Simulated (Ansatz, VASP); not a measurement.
**Ta in VASP and in Ansatz**

The input INCAR:

```
SYSTEM = Ta
  PREC = Accurate
  ENCUT = 520
  EDIFF = 1E-7
  ISMEAR = 0
  SIGMA = 0.15
  LREAL = .False.
  LASPH = .True.
  NELM = 80
  ALGO = Normal
  ISIF = 2
  LWAVE = .False.
  LCHARG = .False.
  GGA = PS
  NBANDS = 12
```

KPOINTS

```
regular mesh
0
Gamma
  20 20 20
  0 0 0
```

File POSCAR:

```
Ta
1.0
   -1.5769724000      1.6512800000      1.6512800000
    1.5769724000     -1.6512800000      1.6512800000
    1.5769724000      1.6512800000     -1.6512800000
Ta
1
Direct
    0.0000000000      0.0000000000      0.0000000000
```

Input for Ansatz:

```yaml
crystal:
  lattice:
    - [-1.5769724, 1.65128, 1.65128]
    - [1.5769724, -1.65128, 1.65128]
    - [1.5769724, 1.65128, -1.65128]
  atoms:
    - { symbol: Ta, position: [0.0, 0.0, 0.0] }
basis:
  ecutwfc: 420
kpoints:
  mp_grid: { grid: [20, 20, 20] }
hamiltonian:
  xc: pbesol
scf:
  occupations: { method: gaussian, width: 0.15 }
output:
  forces: true
  stress: true
  eigenvalues: true
```

Change from the starting cell: strain -0.0450 x Voigt [1, 0, 0, 0, 0, 0], atoms carried along.

Alike in both runs: task single point; functional PBEsol; k mesh 20 × 20 × 20; occupations gaussian, width 0.15 eV; no spin polarisation.

|  | VASP | Ansatz |
| --- | --- | --- |
| version | VASP 6.6.1 | Ansatz 0.2.0 |
| potentials or method | VASP PAW PBE potentials, release 64 (Ta_pv), cutoff 520 eV | scalar-relativistic, plane waves, PAW |
| valence electrons in the cell | 11 | 13 |

|  | VASP | Ansatz | Ansatz less VASP |
| --- | --- | --- | --- |
| gap on the k mesh at the Fermi level (eV) | none | none | - |
| pressure (GPa) | 6.4 | 6.2 | -0.25 |
| traceless stress, the component that is largest in VASP (GPa) | 3.91 | 3.92 | +0.010 |

VASP's potentials were made for PBE, not for PBEsol. A gap of «none» marks a metal or a gap that the smearing closes. VASP's potentials hold 11 valence electrons a cell and Ansatz's 13, so a difference there can come from the potentials and not from the codes.

Spin-orbit coupling is off throughout.
